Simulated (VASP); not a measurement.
A run of VASP 6.6.1 is set up as follows.

The input INCAR:

```
  PREC = Accurate
  ENCUT = 520
  EDIFF = 1E-7
  ISMEAR = 0
  SIGMA = 0.02
  LREAL = Auto
  LASPH = T
  NELM = 80
  ALGO = Normal
  ISIF = 2
  LWAVE = F
  LCHARG = F
  GGA = PE
  NBANDS = 129
```

File KPOINTS:

```
Automatic mesh
0
Gamma
  2 2 2
```

File POSCAR:

```
Si48O
1.0
    7.7025612697      0.0000000001     -6.3650227274
   -3.8512806348     -6.6706137338     -6.3650227274
   -3.8512806349      6.6706137337     -6.3650227274
Si O
48 1
Direct
    0.1448350134      0.4818455057      0.3127697280
    0.3120838073      0.6448791818      0.9797359041
    0.9797359041      0.3120838073      0.6448791818
    0.8131165030      0.6460239760      0.4755710696
    0.4818455057      0.3127697280      0.1448350134
    0.6460239760      0.4755710696      0.8131165030
    0.3127697280      0.1448350134      0.4818455057
    0.9777547160      0.8207902431      0.1351297609
    0.1351297609      0.9777547160      0.8207902431
    0.6448791818      0.9797359041      0.3120838073
    0.8207902431      0.1351297609      0.9777547160
    0.4755710696      0.8131165030      0.6460239760
    0.1486541786      0.3142288127      0.9803612010
    0.3131871179      0.4786399976      0.6452259862
    0.9803612010      0.1486541786      0.3142288127
    0.8120997530      0.4836340648      0.1408301121
    0.4836340648      0.1408301121      0.8120997530
    0.6452259862      0.3131871179      0.4786399976
    0.3142288127      0.9803612010      0.1486541786
    0.9781288249      0.6404180126      0.8095525889
    0.1408301121      0.8120997530      0.4836340648
    0.6404180126      0.8095525889      0.9781288249
    0.8095525889      0.9781288249      0.6404180126
    0.4786399976      0.6452259862      0.3131871179
    0.0202168304      0.3577622638      0.1873093574
    0.1884541515      0.5212495261      0.8535974292
    0.8535974292      0.1884541515      0.5212495261
    0.6884983200      0.5205636053      0.3514878276
    0.3577622638      0.1873093574      0.0202168304
    0.5205636053      0.3514878276      0.6884983200
    0.1873093574      0.0202168304      0.3577622638
    0.8555786173      0.6982035724      0.0125430903
    0.0125430903      0.8555786173      0.6982035724
    0.5212495261      0.8535974292      0.1884541515
    0.6982035724      0.0125430903      0.8555786173
    0.3514878276      0.6884983200      0.5205636053
    0.0237807444      0.1929153207      0.8552045084
    0.1881073472      0.3546933357      0.5201462154
    0.8552045084      0.0237807444      0.1929153207
    0.6925032212      0.3496992685      0.0212335804
    0.3496992685      0.0212335804      0.6925032212
    0.5201462154      0.1881073472      0.3546933357
    0.1929153207      0.8552045084      0.0237807444
    0.8529721324      0.5191045207      0.6846791548
    0.0212335804      0.6925032212      0.3496992685
    0.5191045207      0.6846791548      0.8529721324
    0.6846791548      0.8529721324      0.5191045207
    0.3546933357      0.5201462154      0.1881073472
    0.9166666667      0.9166666667      0.9166666667
```

Potentials or basis: VASP PAW PBE potentials, release 64 (Si, O).

Command:

```sh
$ cat potpaw_PBE.64/Si/POTCAR potpaw_PBE.64/O/POTCAR > POTCAR
$ mpirun -np 1 vasp_std > vasp.out
```

Q: Predict the pressure.

A: -0.1 GPa.

Q: Predict the largest force.

A: 0.018 eV/Å.

Q: What does it give for the band gap on the k mesh?

A: Zero (band 99 reaches 5.94 eV, above the bottom of band 100 at 5.30 eV).

Stress tensor (GPa, compression positive):
```
-0.45  0.00  0.00
 0.00 -0.45  0.00
 0.00  0.00  0.48
```
